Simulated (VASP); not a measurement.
# Si3N4 (P6_3/m) in VASP: settings compared

Aim: see how the results for Si3N4 move with the level of theory and the settings. Levels: PBE, r2SCAN. Tasks: electric field gradients.

Everything below comes from runs of VASP 6.6.1. Logs are shortened: lines on timing, memory, paths and dates and some standing lists are left out, and cuts for length are marked.

**1. The cell of the first run**

Symmetry: P6_3/m, No. 176, hexagonal system. The conventional cell has a = 7.632 Å, b = 7.632 Å, c = 2.919 Å, α = 90.00°, β = 90.00°, γ = 120.00°. Within 2.1 Å of Si (site symmetry m) lie 4 N at 1.57 to 1.80 Å. N (site symmetry -6) has 3 Si at 1.57 Å within 2.1 Å. Within 2.4 Å of N (site symmetry m) lie 3 Si at 1.79 to 1.80 Å.

**2. Electric field gradients, PBE**

Input file INCAR:

```
PREC     = Accurate       # precision mode
ENCUT    = 520            # plane-wave cutoff, eV
EDIFF    = 1E-8           # SCF threshold, eV
ISMEAR   = -1             # smearing method
SIGMA    = 0.02           # smearing width, eV
LREAL    = False          # projectors in reciprocal space
LASPH    = True           # aspherical terms in the spheres
NELM     = 100            # most SCF steps
ALGO     = Normal         # electronic algorithm
ISIF     = 2              # what is computed and relaxed
LWAVE    = False          # write WAVECAR
LCHARG   = False          # write CHGCAR
GGA      = PE             # functional
LEFG     = True         
NBANDS   = 45             # bands
```

Input file KPOINTS:

```
Automatic mesh
0
Gamma
  4 4 9
```

Input file POSCAR:

```
Si3N4
1.0
    7.6322000000      0.0000000000      0.0000000000
   -3.8161000000      6.6096790868      0.0000000000
    0.0000000000      0.0000000000      2.9191000000
Si N
6 8
Direct
    0.1952000000      0.7656000000      0.2500000000
    0.4296000000      0.1952000000      0.7500000000
    0.2344000000      0.4296000000      0.2500000000
    0.8048000000      0.2344000000      0.7500000000
    0.5704000000      0.8048000000      0.2500000000
    0.7656000000      0.5704000000      0.7500000000
    0.3333333333      0.6666666667      0.2500000000
    0.6666666667      0.3333333333      0.7500000000
    0.3394000000      0.0362000000      0.2500000000
    0.3032000000      0.3394000000      0.7500000000
    0.9638000000      0.3032000000      0.2500000000
    0.6606000000      0.9638000000      0.7500000000
    0.6968000000      0.6606000000      0.2500000000
    0.0362000000      0.6968000000      0.7500000000
```

Potentials or basis: VASP PAW PBE potentials, release 64 (Si, N).

Command:

```bash
cat potpaw_PBE.64/Si/POTCAR potpaw_PBE.64/N/POTCAR > POTCAR
mpirun -np 1 vasp_std > vasp.out
```

OUTCAR:

```text
PREC = Accurate
   ENCUT = 520
   EDIFF = 1E-8
   ISMEAR = -1
   LREAL = False
   LASPH = True
   NELM = 100
   ISIF = 2
   GGA = PE

 ion  position               nearest neighbor table
   1  0.195  0.766  0.250-   7 1.57   9 1.79  14 1.80  14 1.80   5 2.73   3 2.73
   2  0.430  0.195  0.750-   8 1.57  10 1.79   9 1.80   9 1.80   4 2.73   6 2.73
   3  0.234  0.430  0.250-   7 1.57  11 1.79  10 1.80  10 1.80   1 2.73   5 2.73
   4  0.805  0.234  0.750-   8 1.57  12 1.79  11 1.80  11 1.80   2 2.73   6 2.73
   5  0.570  0.805  0.250-   7 1.57  13 1.79  12 1.80  12 1.80   1 2.73   3 2.73
   6  0.766  0.570  0.750-   8 1.57  14 1.79  13 1.80  13 1.80   4 2.73   2 2.73
   7  0.333  0.667  0.250-   1 1.57   5 1.57   3 1.57
   8  0.667  0.333  0.750-   4 1.57   2 1.57   6 1.57
   9  0.339  0.036  0.250-   1 1.79   2 1.80   2 1.80
  10  0.303  0.339  0.750-   2 1.79   3 1.80   3 1.80
  11  0.964  0.303  0.250-   3 1.79   4 1.80   4 1.80
  12  0.661  0.964  0.750-   4 1.79   5 1.80   5 1.80
  13  0.697  0.661  0.250-   5 1.79   6 1.80   6 1.80
  14  0.036  0.697  0.750-   6 1.79   1 1.80   1 1.80

  LATTYP: Found a hexagonal cell.
 ALAT       =     7.6322000000
 C/A-ratio  =     0.3824716333

  Lattice vectors:

 A1 = (   7.6322000000,   0.0000000000,   0.0000000000)
 A2 = (  -3.8161000000,   6.6096790868,   0.0000000000)
 A3 = (   0.0000000000,   0.0000000000,   2.9191000000)

Analysis of symmetry for initial positions (statically):
=====================================================================
 Subroutine PRICEL returns:
 Original cell was already a primitive cell.

 Routine SETGRP: Setting up the symmetry group for a
 hexagonal supercell.

 Subroutine GETGRP returns: Found 12 space group operations
 (whereof  6 operations were pure point group operations)
 out of a pool of 24 trial point group operations.

The static configuration has the point symmetry S_6 .
 The point group associated with its full space group is C_6h.

Analysis of symmetry for dynamics (positions and initial velocities):
=====================================================================
 Subroutine PRICEL returns:
 Original cell was already a primitive cell.

 Routine SETGRP: Setting up the symmetry group for a
 hexagonal supercell.

 Subroutine GETGRP returns: Found 12 space group operations
 (whereof  6 operations were pure point group operations)
 out of a pool of 24 trial point group operations.

The dynamic configuration has the point symmetry S_6 .
 The point group associated with its full space group is C_6h.

 Subroutine INISYM returns: Found 12 space group operations
 (whereof  6 operations are pure point group operations),
 and found     1 'primitive' translations

----------------------------------------------------------------------------------------

                                     Primitive cell

  volume of cell :     147.2581

  direct lattice vectors                    reciprocal lattice vectors
     7.632200000  0.000000000  0.000000000     0.131023820  0.075646638  0.000000000
    -3.816100000  6.609679087  0.000000000     0.000000000  0.151293276  0.000000000
     0.000000000  0.000000000  2.919100000     0.000000000  0.000000000  0.342571340

  length of vectors
     7.632200000  7.632200000  2.919100000     0.151293276  0.151293276  0.342571340

  position of ions in fractional coordinates (direct lattice)
     0.195200000  0.765600000  0.250000000
     0.429600000  0.195200000  0.750000000
     0.234400000  0.429600000  0.250000000
     0.804800000  0.234400000  0.750000000
     0.570400000  0.804800000  0.250000000
     0.765600000  0.570400000  0.750000000
     0.333333333  0.666666667  0.250000000
     0.666666667  0.333333333  0.750000000
     0.339400000  0.036200000  0.250000000
     0.303200000  0.339400000  0.750000000
     0.963800000  0.303200000  0.250000000
     0.660600000  0.963800000  0.750000000
     0.696800000  0.660600000  0.250000000
     0.036200000  0.696800000  0.750000000

  ion indices of the primitive-cell ions
   primitive index   ion index
[... 117 lines left out ...]
   NGX = 29   NGY = 29   NGZ = 11

 number of electron      63.9999996 magnetization

 Free energy of the ion-electron system (eV)
  ---------------------------------------------------
  ext. energy  EPLUGINS =         0.00000000
  ---------------------------------------------------
  free energy    TOTEN  =      -110.49953462 eV

  energy without entropy =     -110.49953462  energy(sigma->0) =     -110.49953462

 E-fermi :   7.3490     XC(G=0): -10.7177

 val. band max:        6.9250989093   @ k =   0.0000   0.0000   0.2222
 cond. band min:      10.5839149826   @ k =   0.5000   0.0000   0.4444
 fundamental gap:      3.6588160734
 Fermi energy:         7.3490490190

 k-point     1 :       0.0000    0.0000    0.0000
  band No.  band energies     occupation
      1     -12.5852      2.00000
      2     -11.9863      2.00000
      3      -9.3334      2.00000
      4      -9.3334      2.00000
      5      -8.9807      2.00000
      6      -8.8912      2.00000
[... 929 lines left out ...]
     43      14.6088      0.00000
     44      14.7046      0.00000
 [bands above 44 left out]

------------------------ aborting loop because EDIFF is reached ----------------------------------------

  FORCE on cell =-STRESS in cart. coord.  units (eV):
  Direction    XX          YY          ZZ          XY          YZ          ZX
  --------------------------------------------------------------------------------------
  -------------------------------------------------------------------------------------
  Total       17.9586644     17.9586644     -6.8337519      0.0000002     -0.0000000      0.0000000
  in kB      195.3914373    195.3914373    -74.3516653      0.0000020     -0.0000000      0.0000000
  external PRESSURE =     105.4770698 kB  Pullay stress =       0.0000000 kB

 VOLUME and BASIS-vectors are now :
 -----------------------------------------------------------------------------
  energy-cutoff  :      520.00
  volume of cell :      147.26
      direct lattice vectors                 reciprocal lattice vectors
     7.632200000  0.000000000  0.000000000     0.131023820  0.075646638  0.000000000
    -3.816100000  6.609679087  0.000000000     0.000000000  0.151293276  0.000000000
     0.000000000  0.000000000  2.919100000     0.000000000  0.000000000  0.342571340

 POSITION                                       TOTAL-FORCE (eV/Angst)
 -----------------------------------------------------------------------------------
     -1.43180      5.06037      0.72977        -8.705748      3.377690     -0.000000
      2.53389      1.29021      2.18932        -7.278039     -5.850554     -0.000000
      0.14959      2.83952      0.72977         1.427709     -9.228244      0.000000
      5.24790      1.54931      2.18932         8.705748     -3.377690      0.000000
      1.28221      5.31947      0.72977         7.278039      5.850554      0.000000
      3.66651      3.77016      2.18932        -1.427709      9.228244      0.000000
     -0.00000      4.40645      0.72977         0.000000     -0.000000      0.000000
      3.81610      2.20323      2.18932         0.000000     -0.000000      0.000000
      2.45223      0.23927      0.72977         0.686893      0.799296      0.000000
      1.01890      2.24333      2.18932        -0.348764      0.994514      0.000000
      6.19887      2.00405      0.72977        -1.035657      0.195219      0.000000
      1.36387      6.37041      2.18932        -0.686893     -0.799296      0.000000
      2.79720      4.36635      0.72977         0.348764     -0.994514     -0.000000
     -2.38277      4.60562      2.18932         1.035657     -0.195219      0.000000
 -----------------------------------------------------------------------------------
    total drift:                                0.000000      0.000000     -0.000000

  FREE ENERGIE OF THE ION-ELECTRON SYSTEM (eV)
  ---------------------------------------------------
  free  energy   TOTEN  =      -110.4995346211 eV

  energy  without entropy=     -110.4995346211  energy(sigma->0) =     -110.49953462

 Electric field gradients (V/A^2)
---------------------------------------------------------------------
 ion       V_xx      V_yy      V_zz      V_xy      V_xz      V_yz
---------------------------------------------------------------------
   1     -37.172    15.582    21.589    29.562     0.000    -0.000
   2     -23.207     1.618    21.589   -37.624     0.000     0.000
   3      27.995   -49.584    21.589     8.062    -0.000     0.000
   4     -37.172    15.582    21.589    29.562    -0.000     0.000
   5     -23.207     1.618    21.589   -37.624    -0.000    -0.000
   6      27.995   -49.584    21.589     8.062     0.000    -0.000
   7      10.098    10.098   -20.196     0.001     0.000    -0.000
   8      10.098    10.098   -20.196     0.001    -0.000     0.000
   9     -58.287    36.622    21.664    -1.551    -0.000     0.000
  10      14.238   -35.903    21.664   -40.322     0.000    -0.000
  11      11.553   -33.217    21.665    41.872     0.000     0.000
  12     -58.287    36.622    21.664    -1.551     0.000     0.000
  13      14.238   -35.903    21.664   -40.322    -0.000    -0.000
  14      11.553   -33.217    21.665    41.872     0.000    -0.000
---------------------------------------------------------------------

 Electric field gradients after diagonalization (V/A^2)
 (convention: |V_zz| > |V_xx| > |V_yy|)
----------------------------------------------------------------------
 ion       V_xx      V_yy      V_zz     asymmetry (V_yy - V_xx)/ V_zz
----------------------------------------------------------------------
   1      28.824    21.589   -50.413       0.144
   2      28.824    21.589   -50.413       0.144
   3      28.824    21.589   -50.413       0.144
   4      28.824    21.589   -50.413       0.144
   5      28.824    21.589   -50.413       0.144
   6      28.824    21.589   -50.413       0.144
   7      10.099    10.097   -20.196       0.000
   8      10.099    10.097   -20.196       0.000
   9      36.648    21.664   -58.312       0.257
  10      36.648    21.664   -58.313       0.257
  11      36.647    21.665   -58.312       0.257
  12      36.648    21.664   -58.312       0.257
  13      36.648    21.664   -58.313       0.257
  14      36.647    21.665   -58.312       0.257
----------------------------------------------------------------------

           NMR quadrupolar parameters

 Cq : quadrupolar parameter    Cq=e*Q*V_zz/h
 eta: asymmetry parameters     (V_yy - V_xx)/ V_zz
 Q  : nuclear electric quadrupole moment in mb (millibarn)
----------------------------------------------------------------------
 ion       Cq(MHz)       eta       Q (mb)
----------------------------------------------------------------------
   1      -0.122       0.144       1.000
   2      -0.122       0.144       1.000
   3      -0.122       0.144       1.000
   4      -0.122       0.144       1.000
   5      -0.122       0.144       1.000
   6      -0.122       0.144       1.000
   7      -0.049       0.000       1.000
   8      -0.049       0.000       1.000
   9      -0.141       0.257       1.000
  10      -0.141       0.257       1.000
  11      -0.141       0.257       1.000
  12      -0.141       0.257       1.000
  13      -0.141       0.257       1.000
  14      -0.141       0.257       1.000
----------------------------------------------------------------------
```

Wall time 4.2 min (1 thread of Intel Xeon 8259CL, shared host); peak memory 0.31 GiB.

Results:

* Free energy: -110.4995 eV
* Pressure: 10.5 GPa
* Largest force: 9.338 eV/Å
* Band gap on the k mesh: 3.66 eV (least direct gap 4.27 eV)
* Largest electric field gradient by atom: Si -50.4; N -20.2, -58.3 (each value once) V/Å²

Forces on the atoms (eV/Å):
```
Si  -8.706  3.378  0.000
Si  -7.278 -5.851  0.000
Si   1.428 -9.228  0.000
Si   8.706 -3.378  0.000
Si   7.278  5.851  0.000
Si  -1.428  9.228  0.000
N    0.000  0.000  0.000
N    0.000  0.000  0.000
N    0.687  0.799  0.000
N   -0.349  0.995  0.000
N   -1.036  0.195  0.000
N   -0.687 -0.799  0.000
N    0.349 -0.995  0.000
N    1.036 -0.195  0.000
```

Levels at points of the mesh, in eV from the valence-band top:
| k point | band 29 | band 30 | band 31 | band 32 | band 33 | band 34 | band 35 | band 36 |
| --- | --- | --- | --- | --- | --- | --- | --- | --- |
| (0.00, 0.00, 0.00) | -1.75 | -1.53 | -1.53 | -0.09 | 4.18 | 4.23 | 4.38 | 4.38 |
| (0.50, 0.00, 0.00) | -2.02 | -1.66 | -1.05 | -0.55 | 4.10 | 4.69 | 4.71 | 5.01 |

Electric field gradients, principal values (V/Å²):
| atom | least | middle | greatest (by size) |
| --- | --- | --- | --- |
| 1 Si | 21.589 | 28.824 | -50.413 |
| 2 Si | 21.589 | 28.824 | -50.413 |
| 3 Si | 21.589 | 28.824 | -50.413 |
| 4 Si | 21.589 | 28.824 | -50.413 |
| 5 Si | 21.589 | 28.824 | -50.413 |
| 6 Si | 21.589 | 28.824 | -50.413 |
| 7 N | 10.097 | 10.099 | -20.196 |
| 8 N | 10.097 | 10.099 | -20.196 |
| 9 N | 21.664 | 36.648 | -58.312 |
| 10 N | 21.664 | 36.648 | -58.313 |
| 11 N | 21.665 | 36.647 | -58.312 |
| 12 N | 21.664 | 36.648 | -58.312 |
| 13 N | 21.664 | 36.648 | -58.313 |
| 14 N | 21.665 | 36.647 | -58.312 |

Caveat: the cell stands under pressure; without QUAD_EFG the Cq values of the log hold for a quadrupole moment of 1 mb, not for the nuclei; an odd mesh through Γ misses points on the zone boundary, where band edges can lie; forces of over 1 eV/Å act on the atoms, so gaps and moduli don't describe the material at rest.

(Part 1 of 4 ends here.)
